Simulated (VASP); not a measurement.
# K (P6_3/mmc) in VASP: notebook

The runs below take K through single point, with PBE.

Everything below comes from runs of VASP 6.6.1. Logs are shortened: lines on timing, memory, paths and dates and some standing lists are left out, and cuts for length are marked.

## Step 1: The cell of the first run

It takes space group P6_3/mmc (No. 194, hexagonal). Conventional cell: a = 4.161 Å, b = 4.161 Å, c = 6.895 Å, α = 90.00°, β = 90.00°, γ = 120.00°. K (site symmetry -6m2) has 12 K at 4.16 to 4.20 Å within 5.5 Å.

This isn't the form of K at room conditions, which is bcc.

## Step 2: Single point, PBE

INCAR

```
  ALGO = Normal
  EDIFF = 1E-7
  ENCUT = 520
  GGA = PE
  ISIF = 2
  ISMEAR = -1
  LASPH = T
  LCHARG = F
  LREAL = F
  LWAVE = F
  NBANDS = 16
  NELM = 60
  PREC = Accurate
  SIGMA = 0.05
```

KPOINTS

```
k-points
0
Gamma
  11 11 6
```

POSCAR

```
K
1.0
    4.1605636835      0.0000000000      0.0000000000
   -2.0802818417      3.6031538440      0.0000000000
    0.0000000000      0.0000000000      6.8953242200
K
2
Direct
    0.3333333333      0.6666666667      0.2500000000
    0.6666666667      0.3333333333      0.7500000000
```

Potentials or basis: VASP PAW PBE potentials, release 64 (K_sv).

Launch:

```
> cat potpaw_PBE.64/K_sv/POTCAR > POTCAR
> mpirun -np 1 vasp_std > vasp.out
```

OUTCAR:

```text
EDIFF = 1E-7
   ENCUT = 520
   GGA = PE
   ISIF = 2
   ISMEAR = -1
   LASPH = T
   LREAL = F
   NELM = 60
   PREC = Accurate

 ion  position               nearest neighbor table
   1  0.333  0.667  0.250-
   2  0.667  0.333  0.750-

  LATTYP: Found a hexagonal cell.
 ALAT       =     4.1605636835
 C/A-ratio  =     1.6573052943

  Lattice vectors:

 A1 = (   4.1605636835,   0.0000000000,   0.0000000000)
 A2 = (  -2.0802818417,   3.6031538440,   0.0000000000)
 A3 = (   0.0000000000,   0.0000000000,   6.8953242200)

Analysis of symmetry for initial positions (statically):
=====================================================================
 Subroutine PRICEL returns:
 Original cell was already a primitive cell.

 Routine SETGRP: Setting up the symmetry group for a
 hexagonal supercell.

 Subroutine GETGRP returns: Found 24 space group operations
 (whereof 12 operations were pure point group operations)
 out of a pool of 24 trial point group operations.

The static configuration has the point symmetry D_3d.
 The point group associated with its full space group is D_6h.

Analysis of symmetry for dynamics (positions and initial velocities):
=====================================================================
 Subroutine PRICEL returns:
 Original cell was already a primitive cell.

 Routine SETGRP: Setting up the symmetry group for a
 hexagonal supercell.

 Subroutine GETGRP returns: Found 24 space group operations
 (whereof 12 operations were pure point group operations)
 out of a pool of 24 trial point group operations.

The dynamic configuration has the point symmetry D_3d.
 The point group associated with its full space group is D_6h.

 Subroutine INISYM returns: Found 24 space group operations
 (whereof 12 operations are pure point group operations),
 and found     1 'primitive' translations

----------------------------------------------------------------------------------------

                                     Primitive cell

  volume of cell :     103.3688

  direct lattice vectors                    reciprocal lattice vectors
     4.160563684  0.000000000  0.000000000     0.240352047  0.138767319  0.000000000
    -2.080281842  3.603153844  0.000000000     0.000000000  0.277534639  0.000000000
     0.000000000  0.000000000  6.895324220     0.000000000  0.000000000  0.145025813

  length of vectors
     4.160563684  4.160563683  6.895324220     0.277534639  0.277534639  0.145025813

  position of ions in fractional coordinates (direct lattice)
     0.333333333  0.666666667  0.250000000
     0.666666667  0.333333333  0.750000000

  ion indices of the primitive-cell ions
   primitive index   ion index
                 1           1
                 2           2

----------------------------------------------------------------------------------------

 KPOINTS: k-points

Automatic generation of k-mesh.
 Grid dimensions read from file:
 generate k-points for:   11   11    6

 Generating k-lattice:

  Cartesian coordinates                     Fractional coordinates (reciprocal lattice)
     0.021850186  0.012615211  0.000000000     0.090909091  0.000000000  0.000000000
     0.000000000  0.025230422  0.000000000     0.000000000  0.090909091  0.000000000
     0.000000000  0.000000000  0.024170969     0.000000000  0.000000000  0.166666667

  Length of vectors
     0.025230422  0.025230422  0.024170969

  Shift w.r.t. Gamma in fractional coordinates (k-lattice)
     0.000000000  0.000000000  0.000000000

 Subroutine IBZKPT returns following result:
 ===========================================

 Found     64 irreducible k-points:

 Following reciprocal coordinates:
            Coordinates               Weight
  0.000000  0.000000  0.000000      1.000000
  0.090909  0.000000  0.000000      6.000000
  0.181818 -0.000000  0.000000      6.000000
  0.272727  0.000000  0.000000      6.000000
  0.363636  0.000000  0.000000      6.000000
  0.454545  0.000000  0.000000      6.000000
[... 16 lines left out ...]
  0.090909  0.090909  0.166667     12.000000
  0.181818  0.090909  0.166667     24.000000
 [... further k-points ...]
   k-points           NKPTS =     64   k-points in BZ     NKDIM =     64   number of bands    NBANDS=     16
   number of dos      NEDOS =    301   number of ions     NIONS =      2
   total plane-waves  NPLWV =  55296
   dimension x,y,z NGX =    32 NGY =   32 NGZ =   54
   dimension x,y,z NGXF=    64 NGYF=   64 NGZF=  108
   ions per type =               2
   NGX,Y,Z   is equivalent  to a cutoff of  12.79, 12.79, 13.02 a.u.
   NGXF,Y,Z  is equivalent  to a cutoff of  25.57, 25.57, 26.04 a.u.
 SYSTEM =  unknown system
   PREC   = accura    normal or accurate (medium, high low for compatibility)
   ISTART =      0    job   : 0-new  1-cont  2-samecut
   ICHARG =      2    charge: 1-file 2-atom 10-const
   ISPIN  =      1    spin polarized calculation?
   LNONCOLLINEAR =      F non collinear calculations
   LSORBIT =      F    spin-orbit coupling
   LASPH  =      T    aspherical Exc in radial PAW
   ENCUT  =  520.0 eV  38.22 Ry    6.18 a.u.   7.74  7.74 12.82*2*pi/ulx,y,z
   NELM   =     60;   NELMIN=  2; NELMDL= -5     # of ELM steps
   EDIFF  = 0.1E-06   stopping-criterion for ELM
   LREAL  =      F    real-space projection
   EDIFFG = 0.1E-05   stopping-criterion for IOM
   NSW    =      0    number of steps for IOM
   IBRION =     -1    ionic relax: 0-MD 1-quasi-New 2-CG
   NFREE  =      0    steps in history (QN), initial steepest desc. (CG)
   ISIF   =      2    stress and relaxation
   ISYM   =      2    0-nonsym 1-usesym 2-fastsym
   POTIM  = 0.5000    time-step for ionic-motion
   TEBEG  =    0.0;   TEEND  =   0.0 temperature during run
   PSTRESS=    0.0 pullay stress
   NELECT =      18.0000    total number of electrons
   NUPDOWN=      -1.0000    fix difference up-down
   EMIN   =  10.00;   EMAX   =-10.00  energy-range for DOS
   EFERMI =   0.00;   METHOD = LEGACY
   ISMEAR =    -1;   SIGMA  =   0.05  broadening in eV -4-tet -1-fermi 0-gaus
   EFERMI_NEDOS =   21; number of points for ismear=-14 and -15
   IALGO  =     38    algorithm
   IMIX   =      4    mixing-type and parameters
     AMIX     =   0.40;   BMIX     =  1.00
     AMIX_MAG =   1.60;   BMIX_MAG =  1.00
  volume/ion in A,a.u.               =      51.68       348.78
  Fermi-wavevector in a.u.,A,eV,Ry     =   0.914189  1.727566 11.370943  0.835741
  Thomas-Fermi vector in A             =   2.038787
   LORBIT       =      0    0 simple, 1 ext, 2 COOP (PROOUT), +10 PAW based schemes
   GGA     = PE    functional components
   LHFCALC =     F    Hartree Fock is set to
   AEXX    =    0.0000 exact exchange contribution
   IVDW    =     0    specifies the selected vdW correction
   LEPSILON=     F    determine dielectric tensor
   LRPA    =     F    only Hartree local field effects (RPA)
 non-spin polarized calculation
  energy-cutoff  :      520.00
  volume of cell :      103.37
 maximum number of plane-waves:      2816
 NGX is ok and might be reduce to    32

 number of electron      18.0000002 magnetization

 Free energy of the ion-electron system (eV)
  ---------------------------------------------------
  ext. energy  EPLUGINS =         0.00000000
  ---------------------------------------------------
  free energy    TOTEN  =        -1.83624705 eV

  energy without entropy =       -1.82260742  energy(sigma->0) =       -1.82942724

 E-fermi :   0.8660     XC(G=0):  -6.5819

 val. band max:        0.8474044035   @ k =   0.2727   0.2727   0.0000
 cond. band min:       0.8718913206   @ k =   0.2727   0.0909   0.3333
 fundamental gap:      0.0244869171
 Fermi energy:         0.8660352940

 k-point     1 :       0.0000    0.0000    0.0000
  band No.  band energies     occupation
      1     -31.1855      2.00000
      2     -31.1675      2.00000
      3     -14.7969      2.00000
      4     -14.6074      2.00000
      5     -14.6074      2.00000
      6     -14.5830      2.00000
[... 8 lines left out ...]
     15       5.6881      0.00000
     16       5.6881      0.00000

 k-point     2 :       0.0909    0.0000    0.0000
  band No.  band energies     occupation
      1     -31.1841      2.00000
      2     -31.1668      2.00000
      3     -14.7909      2.00000
      4     -14.6214      2.00000
      5     -14.6117      2.00000
      6     -14.5959      2.00000
[... 8 lines left out ...]
     15       5.4802      0.00000
     16       5.8016      0.00000

 k-point     3 :       0.1818   -0.0000    0.0000
  band No.  band energies     occupation
      1     -31.1803      2.00000
      2     -31.1649      2.00000
      3     -14.7739      2.00000
      4     -14.6593      2.00000
      5     -14.6340      2.00000
      6     -14.6228      2.00000
[... 8 lines left out ...]
     15       5.5677      0.00000
     16       5.7171      0.00000

 k-point     4 :       0.2727    0.0000    0.0000
  band No.  band energies     occupation
      1     -31.1751      2.00000
      2     -31.1625      2.00000
      3     -14.7492      2.00000
      4     -14.7094      2.00000
      5     -14.6819      2.00000
      6     -14.6368      2.00000
[... 8 lines left out ...]
     15       5.4766      0.00000
     16       5.9988      0.00000
[... 324 lines left out ...]
 k-point    22 :       0.4545    0.0000    0.1667
  band No.  band energies     occupation
      1     -31.1660      2.00000
      2     -31.1605      2.00000
      3     -14.7893      2.00000
      4     -14.7579      2.00000
      5     -14.6872      2.00000
      6     -14.6536      2.00000
[... 8 lines left out ...]
     15       5.1880      0.00000
     16       6.6163      0.00000

 k-point    23 :       0.0909    0.0909    0.1667
  band No.  band energies     occupation
      1     -31.1805      2.00000
      2     -31.1665      2.00000
      3     -14.7686      2.00000
      4     -14.6413      2.00000
      5     -14.6348      2.00000
      6     -14.6152      2.00000
[... 8 lines left out ...]
     15       5.4184      0.00000
     16       5.7483      0.00000

 k-point    24 :       0.1818    0.0909    0.1667
  band No.  band energies     occupation
      1     -31.1761      2.00000
      2     -31.1643      2.00000
      3     -14.7536      2.00000
      4     -14.6809      2.00000
      5     -14.6719      2.00000
      6     -14.6299      2.00000
[... 8 lines left out ...]
     15       5.3716      0.00000
     16       5.8509      0.00000

 [... further k-points ...]
[... 5 lines left out ...]
  --------------------------------------------------------------------------------------
  -------------------------------------------------------------------------------------
  Total        1.6029838      1.6029838      1.6050730      0.0000000     -0.0000000      0.0000000
  in kB       24.8456317     24.8456317     24.8780130      0.0000000     -0.0000000      0.0000000
  external PRESSURE =      24.8564255 kB  Pullay stress =       0.0000000 kB

 VOLUME and BASIS-vectors are now :
 -----------------------------------------------------------------------------
  energy-cutoff  :      520.00
  volume of cell :      103.37
      direct lattice vectors                 reciprocal lattice vectors
     4.160563684  0.000000000  0.000000000     0.240352047  0.138767319  0.000000000
    -2.080281842  3.603153844  0.000000000     0.000000000  0.277534639  0.000000000
     0.000000000  0.000000000  6.895324220     0.000000000  0.000000000  0.145025813

 POSITION                                       TOTAL-FORCE (eV/Angst)
 -----------------------------------------------------------------------------------
     -0.00000      2.40210      1.72383        -0.000000     -0.000000      0.000000
      2.08028      1.20105      5.17149         0.000000      0.000000     -0.000000
 -----------------------------------------------------------------------------------
    total drift:                               -0.000000      0.000000     -0.000000

  FREE ENERGIE OF THE ION-ELECTRON SYSTEM (eV)
  ---------------------------------------------------
  free  energy   TOTEN  =        -1.8362470546 eV

  energy  without entropy=       -1.8226074187  energy(sigma->0) =       -1.82942724
```

It took 60 s on 1 thread of Intel Xeon Platinum 8259CL at 2.50GHz (Skylake/Cascade Lake), shared host; peak memory 0.26 GiB.

What came out:

| Property | Result |
| --- | --- |
| Free energy | -1.8362 eV |
| Pressure | 2.5 GPa |
| Band gap on the k mesh | zero (bands 9 and 10 overlap by 2.88 eV) |

## Step 3: Single point, PBE

This run uses another cell than the first one: it holds 4 atoms, not 2.

INCAR

```
SYSTEM = K
ALGO = Normal ; EDIFF = 1E-6
ENCUT = 520 ; GGA = PE
ISIF = 2 ; ISMEAR = -1
LASPH = .TRUE. ; LCHARG = .TRUE.
LELF = .TRUE. ; LREAL = .FALSE.
LVHAR = .TRUE. ; LWAVE = .FALSE.
NBANDS = 26 ; NELM = 60
PREC = Accurate ; SIGMA = 0.05
```

KPOINTS

```
k-points
0
G
  7 7 4
  0 0 0
```

POSCAR

```
K
1.0
    4.1575439261      0.0000000000      0.0000000000
   -2.0787719631      3.6005386574      0.0000000000
    0.0000000000      0.0000000000     13.7816003472
K
4
Direct
    0.0000000000      0.0000000000      0.0000000000
    0.0000000000      0.0000000000      0.5000000000
    0.3333333333      0.6666666667      0.2500000000
    0.6666666667      0.3333333333      0.7500000000
```

Potentials or basis: VASP PAW PBE potentials, release 64 (K_sv).

Launch:

```
> cat potpaw_PBE.64/K_sv/POTCAR > POTCAR
> mpirun -np 1 vasp_std > vasp.out
```

Run time: 87 s. Hardware: 1 thread of Intel Xeon Platinum 8259CL at 2.50GHz (Skylake/Cascade Lake), shared host; peak memory 0.35 GiB.

Results (log left out):

- Free energy: -3.6915 eV
- Pressure: 2.5 GPa
- Band gap on the k mesh: zero (bands 18 and 19 overlap by 2.56 eV)

Levels at points of the mesh, in eV from the Fermi level:
```csv
k point,band 15,band 16,band 17,band 18,band 19,band 20,band 21,band 22
"(0.00, 0.00, 0.00)",-15.45,-15.45,-2.73,-1.80,-1.80,0.20,0.67,2.83
"(0.00, 0.00, 0.50)",-15.45,-15.45,-2.49,-2.49,-0.79,-0.79,1.68,1.68
```

The gap in the log of VASP goes by the Fermi energy; the results here count the filled bands.